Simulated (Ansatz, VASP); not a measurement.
Two plane-wave programs on MoS2

File INCAR:

```
SYSTEM = MoS2
PREC = Accurate
ENCUT = 520
EDIFF = 1E-7
ISMEAR = 0
SIGMA = 0.05
LREAL = .False.
LASPH = .True.
NELM = 100
ALGO = Normal
ISIF = 2
LWAVE = .False.
LCHARG = .False.
GGA = PE
IVDW = 12
NBANDS = 35
```

File KPOINTS:

```
regular mesh
0
Gamma
  12 12 4
  0 0 0
```

The input POSCAR:

```
MoS2
1.0
    3.1965913925      0.0000000000      0.0000000000
   -1.5982956962      2.7683293514      0.0000000000
    0.0000000000      0.0000000000     12.2721151923
Mo S
2 4
Direct
    0.3333333333      0.6666666667      0.2500000000
    0.6666666667      0.3333333333      0.7500000000
    0.3333333333      0.6666666667      0.6204905688
    0.6666666667      0.3333333333      0.1204905688
    0.3333333333      0.6666666667      0.8795094312
    0.6666666667      0.3333333333      0.3795094312
```

Input for Ansatz:

```yaml
crystal:
  lattice:
    - [3.1965913925, 0.0, 0.0]
    - [-1.5982956962, 2.7683293514, 0.0]
    - [0.0, 0.0, 12.2721151923]
  atoms:
    - { symbol: Mo, position: [0.3333333333, 0.6666666667, 0.25] }
    - { symbol: Mo, position: [0.6666666667, 0.3333333333, 0.75] }
    - { symbol: S, position: [0.3333333333, 0.6666666667, 0.6204905688] }
    - { symbol: S, position: [0.6666666667, 0.3333333333, 0.1204905688] }
    - { symbol: S, position: [0.3333333333, 0.6666666667, 0.8795094312] }
    - { symbol: S, position: [0.6666666667, 0.3333333333, 0.3795094312] }
basis:
  ecutwfc: 420
kpoints:
  mp_grid: { grid: [12, 12, 4] }
hamiltonian:
  xc: pbe
  dispersion: d3bj
scf:
  occupations: { method: gaussian, width: 0.05 }
output:
  forces: true
  stress: true
  eigenvalues: true
```

Change from the starting cell: strain +0.015 along x and y, +0.015 along z, atoms carried along.

Alike in both runs: task single point; functional PBE; dispersion D3(BJ); k mesh 12 × 12 × 4; occupations gaussian, width 0.05 eV; no spin polarisation.

|  | VASP | Ansatz |
| --- | --- | --- |
| version | VASP 6.6.1 | Ansatz 0.2.0 |
| potentials or method | VASP PAW PBE potentials, release 64 (Mo_sv, S), cutoff 520 eV | scalar-relativistic, plane waves, PAW |
| valence electrons in the cell | 52 | 52 |

```csv
,VASP,Ansatz,Ansatz less VASP
gap on the k mesh at the Fermi level (eV),0.84,0.83,-0.014
least direct gap on the mesh (eV),1.61,1.60,-0.003
pressure (GPa),-6.4,-6.3,+0.10
"traceless stress, the component that is largest in VASP (GPa)",-0.55,-0.52,+0.027
rms of the force components (eV/Å),0.323,0.318,-0.0047
```

Atom by atom the forces differ by 0.005 eV/Å (rms over components).
